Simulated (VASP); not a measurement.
## Hf: single point with r2SCAN

Crystal: Hf.

```
CELL_PARAMETERS angstrom
0.00000 2.20552 2.20552
2.20552 0.00000 2.20552
2.20552 2.20552 0.00000
ATOMIC_POSITIONS crystal
Hf 0.00000 0.00000 0.00000
```

This isn't the form of Hf at room conditions, which is hcp.

```yaml
Program: VASP 6.6.1
Task: single point
Functional: r2SCAN
Potentials_or_basis: VASP PAW PBE potentials, release 64 (Hf_pv)
Cutoff: 550 eV
k_mesh: 10 × 10 × 10
Occupations: fermi-dirac, width 0.1 eV
Spin: no spin polarisation
Dipole_correction: no
Further_INCAR_settings: ALGO = Normal; EDIFF = 1e-06; NBANDS = 11
```

```
Pressure               : 4.5 GPa
Band gap on the k mesh : zero (bands 5 and 6 overlap by 2.01 eV)
```

Levels at points of the mesh, in eV from the Fermi level:
| k point | band 2 | band 3 | band 4 | band 5 | band 6 | band 7 | band 8 | band 9 |
| --- | --- | --- | --- | --- | --- | --- | --- | --- |
| (0.00, 0.00, 0.00) | -30.95 | -30.95 | -7.70 | 1.62 | 1.62 | 1.62 | 4.77 | 4.77 |
| (0.50, 0.00, 0.00) | -31.08 | -31.08 | -3.86 | 0.51 | 1.41 | 1.41 | 6.98 | 6.98 |
| (0.50, 0.50, 0.00) | -31.29 | -31.29 | -3.51 | -2.33 | 2.68 | 7.06 | 7.61 | 7.61 |

Run time: 23 s on 1 thread of Intel(R) Xeon(R) Platinum 8488C (Sapphire Rapids) (shared host), peak memory 0.14 GiB.

Caveat: the cell stands under pressure; the PAW data sets were made with another functional, which shifts forces and pressure a little; spin-orbit coupling is left out, which moves the levels of the heavy elements.
